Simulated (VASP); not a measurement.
# PbSe (Cmcm) in VASP: further runs

Runs on PbSe. Level: r2SCAN. Tasks: single point, relaxation of cell and atoms.

Program: VASP 6.6.1. These are calculated values, not measurements. Logs are shortened: lines on timing, memory, paths and dates and some standing lists are left out, and cuts for length are marked.

### 1 The cell of the first run

The structure is orthorhombic, space group Cmcm (No. 63). Conventional cell: a = 3.950 Å, b = 10.802 Å, c = 4.185 Å, α = 90.00°, β = 90.00°, γ = 90.00°. Pb (site symmetry m2m) has 7 Se at 2.71 to 3.34 Å and 2 Pb at 3.28 Å within 3.6 Å. Within 3.6 Å of Se (site symmetry m2m) lie 7 Pb at 2.71 to 3.34 Å and 2 Se at 3.55 Å.

### 2 Single point, r2SCAN

Contents of POSCAR:

```
PbSe
1.0
    1.9747806943     -5.4011546721      0.0000000000
    1.9747806943      5.4011546721      0.0000000000
    0.0000000000      0.0000000000      4.1851326884
Pb Se
2 2
Direct
    0.6170279889      0.3829720111      0.7500000000
    0.3829720111      0.6170279889      0.2500000000
    0.8675233657      0.1324766343      0.7500000000
    0.1324766343      0.8675233657      0.2500000000
```

Contents of INCAR.step1:

```
SYSTEM = PbSe
ALGO = Normal
EDIFF = 1E-4
ENCUT = 520
GGA = PE
ISMEAR = 0
LASPH = .True.
LCHARG = .False.
LREAL = .False.
LWAVE = .True.
NBANDS = 28
NELM = 60
PREC = Accurate
SIGMA = 0.01
```

Contents of INCAR.step2:

```
SYSTEM = PbSe
ALGO = Normal
EDIFF = 1E-6
ENCUT = 520
ISIF = 2
ISMEAR = 0
ISTART = 1
LASPH = .True.
LCHARG = .True.
LELF = .True.
LMIXTAU = .True.
LREAL = .False.
LVHAR = .True.
LWAVE = .False.
METAGGA = R2SCAN
NBANDS = 28
NELM = 60
PREC = Accurate
SIGMA = 0.01
```

Contents of KPOINTS:

```
k-points
0
Gamma
  6 6 4
  0 0 0
```

Potentials or basis: VASP PAW PBE potentials, release 64 (Pb_d, Se).

Command:

```console
$ cat potpaw_PBE.64/Pb_d/POTCAR potpaw_PBE.64/Se/POTCAR > POTCAR
$ cp INCAR.step1 INCAR
$ mpirun -np 1 vasp_std > vasp.out
$ cp INCAR.step2 INCAR
$ mpirun -np 1 vasp_std > vasp.out
```

OUTCAR:

```text
SYSTEM = PbSe
   EDIFF = 1E-6
   ENCUT = 520
   ISIF = 2
   ISMEAR = 0
   ISTART = 1
   LASPH = .True.
   LREAL = .False.
   METAGGA = R2SCAN
   NELM = 60
   PREC = Accurate

 ion  position               nearest neighbor table
   1  0.617  0.383  0.750-   3 2.71   4 2.88   4 2.88   4 2.88   4 2.88   2 3.28   2 3.28   3 3.34
                             3 3.34   2 4.07   2 4.07   2 4.07   2 4.07
   2  0.383  0.617  0.250-   4 2.71   3 2.88   3 2.88   3 2.88   3 2.88   1 3.28   1 3.28   4 3.34
                             4 3.34   1 4.07   1 4.07   1 4.07   1 4.07
   3  0.868  0.132  0.750-   1 2.71   2 2.88   2 2.88   2 2.88   2 2.88   1 3.34   1 3.34
   4  0.132  0.868  0.250-   2 2.71   1 2.88   1 2.88   1 2.88   1 2.88   2 3.34   2 3.34

  LATTYP: Found a base centered orthorhombic cell.
 ALAT       =     3.9495613886
 B/A-ratio  =     2.7350655633
 C/A-ratio  =     1.0596449268

  Lattice vectors:

 A1 = (   1.9747806943,  -5.4011546721,   0.0000000000)
 A2 = (   1.9747806943,   5.4011546721,   0.0000000000)
 A3 = (   0.0000000000,   0.0000000000,   4.1851326884)

Analysis of symmetry for initial positions (statically):
=====================================================================
 Subroutine PRICEL returns:
 Original cell was already a primitive cell.

 Routine SETGRP: Setting up the symmetry group for a
 base centered orthorhombic supercell.

 Subroutine GETGRP returns: Found  8 space group operations
 (whereof  4 operations were pure point group operations)
 out of a pool of  8 trial point group operations.

The static configuration has the point symmetry C_2h.
 The point group associated with its full space group is D_2h.

Analysis of symmetry for dynamics (positions and initial velocities):
=====================================================================
 Subroutine PRICEL returns:
 Original cell was already a primitive cell.

 Routine SETGRP: Setting up the symmetry group for a
 base centered orthorhombic supercell.

 Subroutine GETGRP returns: Found  8 space group operations
 (whereof  4 operations were pure point group operations)
 out of a pool of  8 trial point group operations.

The dynamic configuration has the point symmetry C_2h.
 The point group associated with its full space group is D_2h.

 Subroutine INISYM returns: Found  8 space group operations
 (whereof  4 operations are pure point group operations),
 and found     1 'primitive' translations

----------------------------------------------------------------------------------------
[... 98 lines left out ...]
   LREAL  =      F    real-space projection
   EDIFFG = 0.1E-04   stopping-criterion for IOM
   NSW    =      0    number of steps for IOM
   IBRION =     -1    ionic relax: 0-MD 1-quasi-New 2-CG
   NFREE  =      0    steps in history (QN), initial steepest desc. (CG)
   ISIF   =      2    stress and relaxation
   ISYM   =      2    0-nonsym 1-usesym 2-fastsym
   POTIM  = 0.5000    time-step for ionic-motion
   TEBEG  =    0.0;   TEEND  =   0.0 temperature during run
   PSTRESS=    0.0 pullay stress
   NELECT =      40.0000    total number of electrons
   NUPDOWN=      -1.0000    fix difference up-down
   EMIN   =  10.00;   EMAX   =-10.00  energy-range for DOS
   EFERMI =   0.00;   METHOD = LEGACY
   ISMEAR =     0;   SIGMA  =   0.01  broadening in eV -4-tet -1-fermi 0-gaus
   EFERMI_NEDOS =   21; number of points for ismear=-14 and -15
   IALGO  =     38    algorithm
   IMIX   =      4    mixing-type and parameters
     AMIX     =   0.40;   BMIX     =  1.00
     AMIX_MAG =   1.60;   BMIX_MAG =  1.00
  volume/ion in A,a.u.               =      22.32       150.62
  Fermi-wavevector in a.u.,A,eV,Ry     =   1.252699  2.367257 21.350994  1.569254
  Thomas-Fermi vector in A             =   2.386587
   LORBIT       =      0    0 simple, 1 ext, 2 COOP (PROOUT), +10 PAW based schemes
   METAGGA = R2SCAN    functional components
   LHFCALC =     F    Hartree Fock is set to
   AEXX    =    0.0000 exact exchange contribution
   IVDW    =     0    specifies the selected vdW correction
   LEPSILON=     F    determine dielectric tensor
   LRPA    =     F    only Hartree local field effects (RPA)
 non-spin polarized calculation
 Gauss-broadening in eV      SIGMA  =   0.01
  energy-cutoff  :      520.00
  volume of cell :       89.28
 maximum number of plane-waves:      2441
 NGX is ok and might be reduce to    48
   NGX = 21   NGY = 21   NGZ = 15

 number of electron      39.9999997 magnetization

 Free energy of the ion-electron system (eV)
  ---------------------------------------------------
  ext. energy  EPLUGINS =         0.00000000
  ---------------------------------------------------
  free energy    TOTEN  =      -142.43166051 eV

  energy without entropy =     -142.43166051  energy(sigma->0) =     -142.43166051

 E-fermi :   7.7222     XC(G=0): -11.4211

 val. band max:        7.6275946553   @ k =   0.0000   0.0000   0.5000
 cond. band min:       8.4444616905   @ k =   0.3333   0.1667   0.0000
 fundamental gap:      0.8168670352
 Fermi energy:         7.7221994715

 k-point     1 :       0.0000    0.0000    0.0000
  band No.  band energies     occupation
      1     -10.2586      2.00000
      2     -10.0539      2.00000
      3      -9.9924      2.00000
      4      -9.8941      2.00000
      5      -9.8931      2.00000
      6      -9.8580      2.00000
[... 733 lines left out ...]
     27      15.2217      0.00000
     28      15.9974      0.00000

 [... further k-points ...]

------------------------ aborting loop because EDIFF is reached ----------------------------------------

  FORCE on cell =-STRESS in cart. coord.  units (eV):
  Direction    XX          YY          ZZ          XY          YZ          ZX
  --------------------------------------------------------------------------------------
  -------------------------------------------------------------------------------------
  Total       11.2152566     11.2365044     11.2316706      0.0000000      0.0000000      0.0000000
  in kB      201.2681629    201.6494737    201.5627275      0.0000000      0.0000000      0.0000000
  external PRESSURE =     201.4934547 kB  Pullay stress =       0.0000000 kB

 VOLUME and BASIS-vectors are now :
 -----------------------------------------------------------------------------
  energy-cutoff  :      520.00
  volume of cell :       89.28
      direct lattice vectors                 reciprocal lattice vectors
     1.974780694 -5.401154672  0.000000000     0.253192672 -0.092572798  0.000000000
     1.974780694  5.401154672  0.000000000     0.253192672  0.092572798  0.000000000
     0.000000000  0.000000000  4.185132688     0.000000000  0.000000000  0.238941050

 POSITION                                       TOTAL-FORCE (eV/Angst)
 -----------------------------------------------------------------------------------
      1.97478     -1.26417      3.13885         0.000000      0.009830     -0.000000
      1.97478      1.26417      1.04628         0.000000     -0.009830      0.000000
      1.97478     -3.97010      3.13885         0.000000     -0.013922     -0.000000
      1.97478      3.97010      1.04628         0.000000      0.013922     -0.000000
 -----------------------------------------------------------------------------------
    total drift:                                0.000000      0.000000      0.000000

  FREE ENERGIE OF THE ION-ELECTRON SYSTEM (eV)
  ---------------------------------------------------
  free  energy   TOTEN  =      -142.4316605146 eV

  energy  without entropy=     -142.4316605146  energy(sigma->0) =     -142.43166051
```

OUTCAR.step1:

```text
SYSTEM = PbSe
   EDIFF = 1E-4
   ENCUT = 520
   GGA = PE
   ISMEAR = 0
   LASPH = .True.
   LREAL = .False.
   NELM = 60
[... 977 lines left out ...]
      1.97478      1.26417      1.04628         0.000000     -0.124483     -0.000000
      1.97478     -3.97010      3.13885         0.000000     -0.219998     -0.000000
      1.97478      3.97010      1.04628         0.000000      0.219998      0.000000
 -----------------------------------------------------------------------------------
    total drift:                                0.000000     -0.000000      0.000000

  FREE ENERGIE OF THE ION-ELECTRON SYSTEM (eV)
  ---------------------------------------------------
  free  energy   TOTEN  =       -14.8051456976 eV

  energy  without entropy=      -14.8051456976  energy(sigma->0) =      -14.80514570
```

It took 3.1 min on 1 thread of Intel Xeon 6975P-C (Granite Rapids), shared host; peak memory 0.32 GiB.

What came out:

* Free energy: -142.4317 eV
* Pressure: 20.1 GPa
* Largest force: 0.014 eV/Å
* Band gap on the k mesh: 0.82 eV (least direct gap 1.28 eV)

Forces on the atoms (eV/Å):
```
Pb   0.000  0.010  0.000
Pb   0.000 -0.010  0.000
Se   0.000 -0.014  0.000
Se   0.000  0.014  0.000
```

Caveat: the cell stands under pressure; the PAW data sets were made with another functional, which shifts forces and pressure a little; spin-orbit coupling is left out, which moves the levels of the heavy elements. A k mesh can miss the band edges.

### 3 Single point, r2SCAN

This run uses another cell than the first one, of 24.51 Å³/atom.

Contents of POSCAR:

```
PbSe
1.0
    2.0381252998     -5.6052548710      0.0000000000
    2.0381252998      5.6052548710      0.0000000000
    0.0000000000      0.0000000000      4.2917412707
Pb Se
2 2
Direct
    0.6201736952      0.3798263048      0.7500000000
    0.3798263048      0.6201736952      0.2500000000
    0.8661973252      0.1338026748      0.7500000000
    0.1338026748      0.8661973252      0.2500000000
```

Contents of INCAR.step1:

```
SYSTEM = PbSe
  PREC = Accurate
  ENCUT = 520
  ISMEAR = 0
  SIGMA = 0.01
  LREAL = .FALSE.
  LASPH = .TRUE.
  NELM = 60
  NBANDS = 28
  GGA = PE
  ALGO = Normal
  EDIFF = 1E-4
  LWAVE = .TRUE.
  LCHARG = .FALSE.
```

Contents of INCAR.step2:

```
SYSTEM = PbSe
  PREC = Accurate
  ENCUT = 520
  EDIFF = 1E-6
  ISMEAR = 0
  SIGMA = 0.01
  LREAL = .FALSE.
  LASPH = .TRUE.
  NELM = 60
  ALGO = Normal
  ISIF = 2
  LWAVE = .FALSE.
  LCHARG = .TRUE.
  METAGGA = R2SCAN
  LMIXTAU = .TRUE.
  LELF = .TRUE.
  LVHAR = .TRUE.
  NBANDS = 28
  ISTART = 1
```

Contents of KPOINTS:

```
regular mesh
0
G
  6 6 4
  0 0 0
```

Potentials or basis: VASP PAW PBE potentials, release 64 (Pb_d, Se).

Command:

```console
$ cat potpaw_PBE.64/Pb_d/POTCAR potpaw_PBE.64/Se/POTCAR > POTCAR
$ cp INCAR.step1 INCAR
$ mpirun -np 1 vasp_std > vasp.out
$ cp INCAR.step2 INCAR
$ mpirun -np 1 vasp_std > vasp.out
```

Run time: 3.1 min. Hardware: 1 thread of Intel Xeon 6975P-C (Granite Rapids), shared host; peak memory 0.33 GiB.

The run converged. Its results:

- Free energy: -143.2401 eV
- Pressure: 10.1 GPa
- Largest force: 0.012 eV/Å
- Band gap on the k mesh: 1.13 eV (least direct gap 1.55 eV)

Forces on the atoms (eV/Å):
```
Pb   0.000  0.010  0.000
Pb   0.000 -0.010  0.000
Se   0.000 -0.012  0.000
Se   0.000  0.012  0.000
```

Levels at points of the mesh, in eV from the valence-band top:
```csv
k point,band 16,band 17,band 18,band 19,band 20,band 21,band 22,band 23,band 24,band 25
"(0.00, 0.00, 0.00)",-4.03,-2.72,-2.44,-1.92,-0.96,4.59,4.62,5.27,5.72,6.09
"(0.50, 0.00, 0.00)",-2.52,-1.95,-1.42,-0.84,-0.36,1.35,1.42,1.92,3.02,3.32
"(0.50, 0.50, 0.00)",-3.22,-2.94,-1.59,-1.57,-0.94,1.13,4.47,4.57,4.72,5.66
"(0.00, 0.00, 0.50)",-3.77,-1.37,-1.37,0.00,0.00,1.62,1.62,2.36,2.36,6.09
"(0.50, 0.00, 0.50)",-5.16,-4.33,-4.33,-1.62,-1.62,3.24,3.24,6.39,6.39,7.05
"(0.50, 0.50, 0.50)",-1.62,-1.12,-1.12,-0.70,-0.70,1.83,1.83,3.20,3.20,3.64
```

Caveat: the cell stands under pressure; the PAW data sets were made with another functional, which shifts forces and pressure a little; spin-orbit coupling is left out, which moves the levels of the heavy elements.

### 4 Single point, r2SCAN

This run uses another cell than the first one, of 29.39 Å³/atom.

Contents of POSCAR:

```
PbSe
1.0
    2.1563906283     -6.1296505315      0.0000000000
    2.1563906283      6.1296505315      0.0000000000
    0.0000000000      0.0000000000      4.4469169913
Pb Se
2 2
Direct
    0.6314992211      0.3685007789      0.7500000000
    0.3685007789      0.6314992211      0.2500000000
    0.8605321771      0.1394678229      0.7500000000
    0.1394678229      0.8605321771      0.2500000000
```

Contents of INCAR.step1:

```
PREC = Accurate
ENCUT = 520
ISMEAR = 0
SIGMA = 0.01
LREAL = F
LASPH = T
NELM = 60
NBANDS = 28
GGA = PE
ALGO = Normal
EDIFF = 1E-4
LWAVE = T
LCHARG = F
```

Contents of INCAR.step2:

```
PREC = Accurate
ENCUT = 520
EDIFF = 1E-6
ISMEAR = 0
SIGMA = 0.01
LREAL = F
LASPH = T
NELM = 60
ALGO = Normal
ISIF = 2
LWAVE = F
LCHARG = T
METAGGA = R2SCAN
LMIXTAU = T
LELF = T
LVHAR = T
NBANDS = 28
ISTART = 1
```

Contents of KPOINTS:

```
regular mesh
0
Gamma
  6 6 4
```

Command:

```console
$ cat potpaw_PBE.64/Pb_d/POTCAR potpaw_PBE.64/Se/POTCAR > POTCAR
$ cp INCAR.step1 INCAR
$ mpirun -np 1 vasp_std > vasp.out
$ cp INCAR.step2 INCAR
$ mpirun -np 1 vasp_std > vasp.out
```

It took 3.8 min on 1 thread of Intel Xeon 6975P-C (Granite Rapids), shared host; peak memory 0.37 GiB.

Results (log left out):

```yaml
Free_energy: -143.7308 eV
Pressure: 0.0 GPa
Largest_force: 0.012 eV/Å
Band_gap_on_the_k_mesh: 1.43 eV (least direct gap 1.83 eV)
```

Forces in eV/Å, atoms in the order of the input:
```
Pb   0.000  0.010  0.000
Pb   0.000 -0.010  0.000
Se   0.000 -0.012  0.000
Se   0.000  0.012  0.000
```

Levels at points of the mesh, in eV from the valence-band top:
```tsv
k point	band 18	band 19	band 20	band 21	band 22	band 23
(0.00, 0.00, 0.00)	-1.57	-1.32	-0.39	4.92	4.93	5.07
(0.50, 0.00, 0.00)	-0.95	-0.42	-0.18	1.94	1.98	2.19
(0.50, 0.50, 0.00)	-1.77	-1.13	-0.51	1.43	4.66	4.96
(0.00, 0.00, 0.50)	-0.92	0.00	0.00	1.93	1.93	2.70
(0.50, 0.00, 0.50)	-3.06	-1.31	-1.31	3.58	3.58	5.87
(0.50, 0.50, 0.50)	-1.02	-0.31	-0.31	1.73	1.73	3.15
```

Caveat: the PAW data sets were made with another functional, which shifts forces and pressure a little; spin-orbit coupling is left out, which moves the levels of the heavy elements.

### 5 Relaxation of cell and atoms, r2SCAN

This run uses another cell than the first one, of 29.41 Å³/atom.

Contents of POSCAR:

```
PbSe
1.0
    2.1548770000     -6.1339470000      0.0000000000
    2.1548770000      6.1339470000      0.0000000000
    0.0000000000      0.0000000000      4.4504940000
Pb Se
2 2
Direct
    0.6317610000      0.3682390000      0.7500000000
    0.3682390000      0.6317610000      0.2500000000
    0.8612900000      0.1387100000      0.7500000000
    0.1387100000      0.8612900000      0.2500000000
```

Contents of INCAR.step1:

```
  PREC = Accurate
  ENCUT = 600
  ISMEAR = 0
  SIGMA = 0.01
  LREAL = False
  LASPH = True
  NELM = 80
  GGA = PE
  ALGO = Normal
  EDIFF = 1E-4
  LWAVE = True
  LCHARG = False
```

Contents of INCAR.step2:

```
  PREC = Accurate
  ENCUT = 600
  EDIFF = 1E-7
  ISMEAR = 0
  SIGMA = 0.01
  LREAL = False
  LASPH = True
  NELM = 80
  ALGO = Normal
  ISIF = 3
  LWAVE = False
  LCHARG = False
  METAGGA = R2SCAN
  LMIXTAU = True
  IBRION = 2
  NSW = 50
  EDIFFG = -0.01
  ISTART = 1
```

Contents of KPOINTS:

```
Automatic mesh
0
Gamma
  6 6 4
```

Command:

```console
$ cat potpaw_PBE.64/Pb_d/POTCAR potpaw_PBE.64/Se/POTCAR > POTCAR
$ cp INCAR.step1 INCAR
$ mpirun -np 1 vasp_std > vasp.out
$ cp INCAR.step2 INCAR
$ mpirun -np 1 vasp_std > vasp.out
```

Run time: 22 min. Hardware: 1 thread of Oxide Virtual Turin-like, shared host; peak memory 0.39 GiB.

Results (log left out):

| Item | Value |
| --- | --- |
| Free energy | -143.7322 eV |
| Relaxed volume | 29.39 Å³/atom |
| Relaxed cell | a = 6.494 Å, b = 6.494 Å, c = 4.451 Å, α = 90.00°, β = 90.00°, γ = 141.23° |
| Space group after relaxing (to 0.1 Å) | Cmcm (No. 63) |
| Energy gained by relaxing | 0.0 meV/atom |
| Ionic steps | 2 |
| Pressure after relaxing | 0.0 GPa |
| Largest force after relaxing | 0.010 eV/Å |
| Band gap on the k mesh | 1.45 eV (least direct gap 1.80 eV) |

Forces in eV/Å, atoms in the order of the input:
```
Pb   0.000  0.010  0.000
Pb   0.000 -0.010  0.000
Se   0.000  0.007  0.000
Se   0.000 -0.007  0.000
```

The path:
```tsv
step	energy change (eV)	largest force (eV/Å)	pressure (GPa)	volume (Å³)
1	0.0000	0.0270	-0.03	117.65
2	-0.0001	0.0098	0.03	117.56
```

Final structure:
```
CELL_PARAMETERS angstrom
2.15557 -6.12597 0.00000
2.15557 6.12597 0.00000
0.00000 0.00000 4.45127
ATOMIC_POSITIONS crystal
Pb 0.63180 0.36820 0.75000
Pb 0.36820 0.63180 0.25000
Se 0.86118 0.13882 0.75000
Se 0.13882 0.86118 0.25000
```

Levels at points of the mesh, in eV from the valence-band top:
| k point | band 16 | band 17 | band 18 | band 19 | band 20 | band 21 | band 22 | band 23 | band 24 |
| --- | --- | --- | --- | --- | --- | --- | --- | --- | --- |
| (0.00, 0.00, 0.00) | -2.88 | -2.22 | -1.58 | -1.33 | -0.41 | 4.90 | 4.93 | 5.07 | 5.74 |
| (0.50, 0.00, 0.00) | -1.85 | -1.24 | -0.96 | -0.43 | -0.18 | 1.92 | 1.96 | 2.17 | 3.07 |
| (0.50, 0.50, 0.00) | -2.49 | -1.84 | -1.76 | -1.14 | -0.55 | 1.45 | 4.66 | 4.92 | 5.07 |
| (0.00, 0.00, 0.50) | -2.66 | -0.93 | -0.93 | 0.00 | 0.00 | 1.91 | 1.91 | 2.69 | 2.69 |
| (0.50, 0.00, 0.50) | -4.17 | -3.08 | -3.08 | -1.32 | -1.32 | 3.56 | 3.56 | 5.88 | 5.88 |
| (0.50, 0.50, 0.50) | -1.05 | -1.03 | -1.03 | -0.30 | -0.30 | 1.70 | 1.70 | 3.14 | 3.14 |

Caveat: the PAW data sets were made with another functional, which shifts forces and pressure a little; spin-orbit coupling is left out, which moves the levels of the heavy elements.

### 6 Summary

```tsv
task	cell	cutoff (eV)	gap on the mesh (eV)	pressure (GPa)	largest force (eV/Å)
single point	a = 5.751, b = 5.751, c = 4.185 Å, angles 90.0, 90.0, 139.8°, 4 atoms, atomic positions A	520	0.82	20.1	0.01
single point	a = 5.964, b = 5.964, c = 4.292 Å, angles 90.0, 90.0, 140.0°, 4 atoms, atomic positions B	520	1.13	10.1	0.01
single point	a = 6.498, b = 6.498, c = 4.447 Å, angles 90.0, 90.0, 141.2°, 4 atoms, atomic positions C	520	1.43	0.0	0.01
relaxation of cell and atoms	relaxed from a = 6.501, b = 6.501, c = 4.450 Å, angles 90.0, 90.0, 141.3°, 4 atoms, atomic positions D	600	1.45	0.0	0.01
```

Alike in all rows: level r2SCAN; potentials or basis VASP PAW PBE potentials, release 64 (Pb_d, Se); no spin polarisation; k mesh 6 × 6 × 4; smearing gaussian 0.01 eV.

Caveats: the PAW data sets were made with another functional, which shifts forces and pressure a little; spin-orbit coupling is left out, which moves the levels of the heavy elements; the cell stands under pressure (at least some runs).

Total energies depend on the potentials used, so only differences within one code and one set of settings carry meaning.
